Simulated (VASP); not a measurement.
# Pt (I4/mmm) in VASP: further runs

Runs on Pt. Level: PBE. Tasks: single point.

Everything below comes from runs of VASP 6.6.1. Logs are shortened: lines on timing, memory, paths and dates and some standing lists are left out, and cuts for length are marked.

### 1 The cell of the first run

Symmetry: I4/mmm, No. 139, tetragonal system. The conventional cell has a = 2.807 Å, b = 2.807 Å, c = 3.811 Å, α = 90.00°, β = 90.00°, γ = 90.00°. Pt (site symmetry 4/mmm) has 12 Pt at 2.75 to 2.81 Å within 3.6 Å.

### 2 Single point, PBE

INCAR reads:

```
  ALGO = Normal
  EDIFF = 1E-6
  ENCUT = 520
  GGA = PE
  ISIF = 2
  ISMEAR = 0
  LASPH = True
  LCHARG = False
  LREAL = False
  LWAVE = False
  NBANDS = 11
  NELM = 80
  PREC = Accurate
  SIGMA = 0.15
```

KPOINTS reads:

```
k-points
0
Gamma
  12 12 12
```

POSCAR reads:

```
Pt
1.0
    0.0000000000      1.9847238812      1.9053349259
    1.9847238812      0.0000000000      1.9053349259
    1.9847238812      1.9847238812      0.0000000000
Pt
1
Direct
    0.0000000000      0.0000000000      0.0000000000
```

Potentials or basis: VASP PAW PBE potentials, release 64 (Pt).

Launch:

```
cat potpaw_PBE.64/Pt/POTCAR > POTCAR
mpirun -np 1 vasp_std > vasp.out
```

OUTCAR:

```text
EDIFF = 1E-6
   ENCUT = 520
   GGA = PE
   ISIF = 2
   ISMEAR = 0
   LASPH = True
   LREAL = False
   NELM = 80
   PREC = Accurate

 ion  position               nearest neighbor table
   1  0.000  0.000  0.000-

  LATTYP: Found a body centered tetragonal cell.
 ALAT       =     2.8068234304
 C/A-ratio  =     1.3576450198

  Lattice vectors:

 A1 = (   0.0000000000,  -1.9847238812,  -1.9053349259)
 A2 = (   0.0000000000,   1.9847238812,  -1.9053349259)
 A3 = (   1.9847238812,   0.0000000000,   1.9053349259)

Analysis of symmetry for initial positions (statically):
=====================================================================
 Subroutine PRICEL returns:
 Original cell was already a primitive cell.

 Routine SETGRP: Setting up the symmetry group for a
 body centered tetragonal supercell.

 Subroutine GETGRP returns: Found 16 space group operations
 (whereof 16 operations were pure point group operations)
 out of a pool of 16 trial point group operations.

The static configuration has the point symmetry D_4h.

Analysis of symmetry for dynamics (positions and initial velocities):
=====================================================================
 Subroutine PRICEL returns:
 Original cell was already a primitive cell.

 Routine SETGRP: Setting up the symmetry group for a
 body centered tetragonal supercell.

 Subroutine GETGRP returns: Found 16 space group operations
 (whereof 16 operations were pure point group operations)
 out of a pool of 16 trial point group operations.

The dynamic configuration has the point symmetry D_4h.

 Subroutine INISYM returns: Found 16 space group operations
 (whereof 16 operations are pure point group operations),
 and found     1 'primitive' translations

----------------------------------------------------------------------------------------

                                     Primitive cell

  volume of cell :      15.0107

  direct lattice vectors                    reciprocal lattice vectors
     0.000000000  1.984723881  1.905334926    -0.251924212  0.251924212  0.262421054
     1.984723881  0.000000000  1.905334926     0.251924212 -0.251924212  0.262421054
     1.984723881  1.984723881  0.000000000     0.251924212  0.251924212 -0.262421054

  length of vectors
     2.751259723  2.751259723  2.806823430     0.442488900  0.442488900  0.442488900

  position of ions in fractional coordinates (direct lattice)
     0.000000000  0.000000000  0.000000000

  ion indices of the primitive-cell ions
   primitive index   ion index
                 1           1

----------------------------------------------------------------------------------------

 KPOINTS: k-points

Automatic generation of k-mesh.
 Grid dimensions read from file:
 generate k-points for:   12   12   12

 Generating k-lattice:

  Cartesian coordinates                     Fractional coordinates (reciprocal lattice)
    -0.020993684  0.020993684  0.021868421     0.083333333 -0.000000000  0.000000000
     0.020993684 -0.020993684  0.021868421    -0.000000000  0.083333333  0.000000000
     0.020993684  0.020993684 -0.021868421     0.000000000  0.000000000  0.083333333

  Length of vectors
     0.036874075  0.036874075  0.036874075

  Shift w.r.t. Gamma in fractional coordinates (k-lattice)
     0.000000000  0.000000000  0.000000000

 Subroutine IBZKPT returns following result:
 ===========================================

 Found    163 irreducible k-points:

 Following reciprocal coordinates:
            Coordinates               Weight
  0.000000  0.000000  0.000000      1.000000
  0.083333  0.000000  0.000000      8.000000
  0.166667 -0.000000  0.000000      8.000000
  0.250000  0.000000  0.000000      8.000000
  0.333333 -0.000000  0.000000      8.000000
  0.416667  0.000000  0.000000      8.000000
[... 16 lines left out ...]
  0.500000  0.166667  0.000000      8.000000
 -0.416667  0.166667  0.000000      8.000000
 [... further k-points ...]
   k-points           NKPTS =    163   k-points in BZ     NKDIM =    163   number of bands    NBANDS=     11
   number of dos      NEDOS =    301   number of ions     NIONS =      1
   total plane-waves  NPLWV =   9600
   dimension x,y,z NGX =    20 NGY =   20 NGZ =   24
   dimension x,y,z NGXF=    40 NGYF=   40 NGZF=   48
   ions per type =               1
   NGX,Y,Z   is equivalent  to a cutoff of  12.09, 12.09, 14.22 a.u.
   NGXF,Y,Z  is equivalent  to a cutoff of  24.17, 24.17, 28.43 a.u.
 SYSTEM =  unknown system
   PREC   = accura    normal or accurate (medium, high low for compatibility)
   ISTART =      0    job   : 0-new  1-cont  2-samecut
   ICHARG =      2    charge: 1-file 2-atom 10-const
   ISPIN  =      1    spin polarized calculation?
   LNONCOLLINEAR =      F non collinear calculations
   LSORBIT =      F    spin-orbit coupling
   LASPH  =      T    aspherical Exc in radial PAW
   ENCUT  =  520.0 eV  38.22 Ry    6.18 a.u.   5.12  5.12  5.22*2*pi/ulx,y,z
   NELM   =     80;   NELMIN=  2; NELMDL= -5     # of ELM steps
   EDIFF  = 0.1E-05   stopping-criterion for ELM
   LREAL  =      F    real-space projection
   EDIFFG = 0.1E-04   stopping-criterion for IOM
   NSW    =      0    number of steps for IOM
   IBRION =     -1    ionic relax: 0-MD 1-quasi-New 2-CG
   NFREE  =      0    steps in history (QN), initial steepest desc. (CG)
   ISIF   =      2    stress and relaxation
   ISYM   =      2    0-nonsym 1-usesym 2-fastsym
   POTIM  = 0.5000    time-step for ionic-motion
   TEBEG  =    0.0;   TEEND  =   0.0 temperature during run
   PSTRESS=    0.0 pullay stress
   NELECT =      10.0000    total number of electrons
   NUPDOWN=      -1.0000    fix difference up-down
   EMIN   =  10.00;   EMAX   =-10.00  energy-range for DOS
   EFERMI =   0.00;   METHOD = LEGACY
   ISMEAR =     0;   SIGMA  =   0.15  broadening in eV -4-tet -1-fermi 0-gaus
   EFERMI_NEDOS =   21; number of points for ismear=-14 and -15
   IALGO  =     38    algorithm
   IMIX   =      4    mixing-type and parameters
     AMIX     =   0.40;   BMIX     =  1.00
     AMIX_MAG =   1.60;   BMIX_MAG =  1.00
  volume/ion in A,a.u.               =      15.01       101.30
  Fermi-wavevector in a.u.,A,eV,Ry     =   1.429797  2.701924 27.814648  2.044319
  Thomas-Fermi vector in A             =   2.549712
   LORBIT       =      0    0 simple, 1 ext, 2 COOP (PROOUT), +10 PAW based schemes
   GGA     = PE    functional components
   LHFCALC =     F    Hartree Fock is set to
   AEXX    =    0.0000 exact exchange contribution
   IVDW    =     0    specifies the selected vdW correction
   LEPSILON=     F    determine dielectric tensor
   LRPA    =     F    only Hartree local field effects (RPA)
 non-spin polarized calculation
 Gauss-broadening in eV      SIGMA  =   0.15
  energy-cutoff  :      520.00
  volume of cell :       15.01
 maximum number of plane-waves:       428
   NGX = 11   NGY = 11   NGZ = 11

 number of electron      10.0000001 magnetization

 Free energy of the ion-electron system (eV)
  ---------------------------------------------------
  ext. energy  EPLUGINS =         0.00000000
  ---------------------------------------------------
  free energy    TOTEN  =        -6.08750646 eV

  energy without entropy =       -6.06820810  energy(sigma->0) =       -6.07785728

 E-fermi :  11.3693     XC(G=0): -13.5170

 val. band max:       11.3685791316   @ k =   0.5000   0.4167   0.0833
 cond. band min:      11.3708468214   @ k =   0.4167   0.0000   0.4167
 fundamental gap:      0.0022676897
 Fermi energy:        11.3692815052

 k-point     1 :       0.0000    0.0000    0.0000
  band No.  band energies     occupation
      1       1.0864      2.00000
      2       7.3969      2.00000
      3       7.3969      2.00000
      4       7.8684      2.00000
      5       9.4355      2.00000
      6       9.9765      2.00000
      7      26.0096      0.00000
      8      30.6168      0.00000
      9      30.6168      0.00000
     10      31.7182      0.00000
     11      36.3770      0.00000

 k-point     2 :       0.0833    0.0000    0.0000
  band No.  band energies     occupation
      1       1.3656      2.00000
      2       7.3448      2.00000
      3       7.5039      2.00000
      4       7.9059      2.00000
      5       9.3949      2.00000
      6       9.9018      2.00000
      7      26.4382      0.00000
      8      29.6052      0.00000
      9      31.0432      0.00000
     10      31.8161      0.00000
     11      37.7609      0.00000

 k-point     3 :       0.1667   -0.0000    0.0000
  band No.  band energies     occupation
      1       2.1395      2.00000
      2       7.1629      2.00000
      3       7.7029      2.00000
      4       8.0767      2.00000
      5       9.4157      2.00000
      6       9.7954      2.00000
      7      27.3003      0.00000
      8      27.4362      0.00000
      9      32.2389      0.00000
     10      32.9429      0.00000
     11      36.2707      0.00000

 k-point     4 :       0.2500    0.0000    0.0000
  band No.  band energies     occupation
      1       3.1424      2.00000
      2       7.1912      2.00000
      3       7.7029      2.00000
      4       8.1432      2.00000
      5       9.8150      2.00000
      6       9.9719      2.00000
      7      24.7091      0.00000
      8      27.7330      0.00000
      9      33.7776      0.00000
     10      34.2743      0.00000
     11      34.9182      0.00000
[... 239 lines left out ...]
 k-point    22 :       0.4167    0.1667    0.0000
  band No.  band energies     occupation
      1       4.7078      2.00000
      2       6.9091      2.00000
      3       7.5990      2.00000
      4       8.2349      2.00000
      5      11.3958      0.80250
      6      11.9454      0.00000
      7      20.7194      0.00000
      8      27.6164      0.00000
      9      28.3778      0.00000
     10      30.8045      0.00000
     11      37.9406      0.00000

 k-point    23 :       0.5000    0.1667    0.0000
  band No.  band energies     occupation
      1       4.7673      2.00000
      2       6.9998      2.00000
      3       8.0576      2.00000
      4       8.1773      2.00000
      5      11.5586      0.07425
      6      13.9309      0.00000
      7      17.7479      0.00000
      8      27.0313      0.00000
      9      28.3636      0.00000
     10      29.2519      0.00000
     11      38.6706      0.00000

 k-point    24 :      -0.4167    0.1667    0.0000
  band No.  band energies     occupation
      1       4.8225      2.00000
      2       7.0069      2.00000
      3       7.9885      2.00000
      4       8.4644      2.00000
      5      11.1235      1.97953
      6      14.1972      0.00000
      7      17.6434      0.00000
      8      26.8296      0.00000
      9      28.1652      0.00000
     10      29.4839      0.00000
     11      38.6107      0.00000

 [... further k-points ...]

------------------------ aborting loop because EDIFF is reached ----------------------------------------

  FORCE on cell =-STRESS in cart. coord.  units (eV):
  Direction    XX          YY          ZZ          XY          YZ          ZX
  --------------------------------------------------------------------------------------
  -------------------------------------------------------------------------------------
  Total        0.9597848      0.9597848      1.2335334      0.0000000      0.0000000      0.0000000
  in kB      102.4431578    102.4431578    131.6618546      0.0000000      0.0000000      0.0000000
  external PRESSURE =     112.1827234 kB  Pullay stress =       0.0000000 kB

 VOLUME and BASIS-vectors are now :
 -----------------------------------------------------------------------------
  energy-cutoff  :      520.00
  volume of cell :       15.01
      direct lattice vectors                 reciprocal lattice vectors
     0.000000000  1.984723881  1.905334926    -0.251924212  0.251924212  0.262421054
     1.984723881  0.000000000  1.905334926     0.251924212 -0.251924212  0.262421054
     1.984723881  1.984723881  0.000000000     0.251924212  0.251924212 -0.262421054

 POSITION                                       TOTAL-FORCE (eV/Angst)
 -----------------------------------------------------------------------------------
      0.00000      0.00000      0.00000         0.000000      0.000000      0.000000
 -----------------------------------------------------------------------------------
    total drift:                                0.000000     -0.000000      0.000000

  FREE ENERGIE OF THE ION-ELECTRON SYSTEM (eV)
  ---------------------------------------------------
  free  energy   TOTEN  =        -6.0875064591 eV

  energy  without entropy=       -6.0682081030  energy(sigma->0) =       -6.07785728
```

Wall time 33 s (1 thread of Intel Xeon 8259CL, shared host); peak memory 0.15 GiB.

Results:

```
Free energy            : -6.0875 eV
Pressure               : 11.2 GPa
Band gap on the k mesh : zero (band 5 reaches 12.03 eV, above the bottom of band 6 at 9.68 eV)
```

Levels at points of the mesh, in eV from the Fermi level:
```tsv
k point	band 2	band 3	band 4	band 5	band 6	band 7	band 8	band 9
(0.00, 0.00, 0.00)	-3.97	-3.97	-3.50	-1.93	-1.39	14.64	19.25	19.25
(0.50, 0.00, 0.00)	-4.13	-3.65	-0.50	-0.09	0.16	5.88	14.14	18.62
(0.50, 0.00, 0.50)	-6.67	-0.01	0.29	0.66	1.50	8.58	11.51	11.81
```

Caveat: spin-orbit coupling is left out, which moves the levels of the heavy elements.

### 3 Single point, PBE

INCAR reads:

```
SYSTEM = Pt
PREC = Accurate
ENCUT = 520
EDIFF = 1E-7
ISMEAR = 0
SIGMA = 0.15
LREAL = .False.
LASPH = .True.
NELM = 60
ALGO = Normal
ISIF = 2
LWAVE = .False.
LCHARG = .False.
GGA = PE
NBANDS = 11
```

KPOINTS reads:

```
Automatic mesh
0
Gamma
  12 12 12
  0 0 0
```

POSCAR reads:

```
Pt
1.0
    0.0000000000      1.9263154446      2.0226312169
    1.9263154446      0.0000000000      2.0226312169
    1.9263154446      1.9263154446      0.0000000000
Pt
1
Direct
    0.0000000000      0.0000000000      0.0000000000
```

Potentials or basis: VASP PAW PBE potentials, release 64 (Pt).

Launch:

```
cat potpaw_PBE.64/Pt/POTCAR > POTCAR
mpirun -np 1 vasp_std > vasp.out
```

It took 33 s on 1 thread of Intel Xeon 8259CL, shared host; peak memory 0.15 GiB.

It converged, with:

```
Free energy            : -6.0847 eV
Pressure               : 11.3 GPa
Band gap on the k mesh : zero (band 5 reaches 12.13 eV, above the bottom of band 6 at 9.67 eV)
```

Stress tensor (GPa, compression positive):
```
12.99  0.00  0.00
 0.00 12.99  0.00
 0.00  0.00  7.99
```

Levels at points of the mesh, in eV from the Fermi level:
```csv
k point,band 1,band 2,band 3,band 4,band 5,band 6,band 7,band 8,band 9,band 10
"(0.00, 0.00, 0.00)",-10.28,-4.21,-3.61,-3.61,-2.01,-1.32,14.65,18.79,20.03,20.03
"(0.50, 0.00, 0.00)",-7.38,-4.16,-3.60,-0.50,-0.10,0.17,5.89,14.12,18.63,19.50
"(0.50, 0.50, 0.00)",-7.19,-6.69,0.04,0.47,0.47,1.16,8.09,12.00,12.00,20.67
"(0.50, 0.00, 0.50)",-7.11,-6.65,-0.04,0.24,0.76,2.09,9.37,10.97,11.29,20.04
```

Caveat: spin-orbit coupling is left out, which moves the levels of the heavy elements.
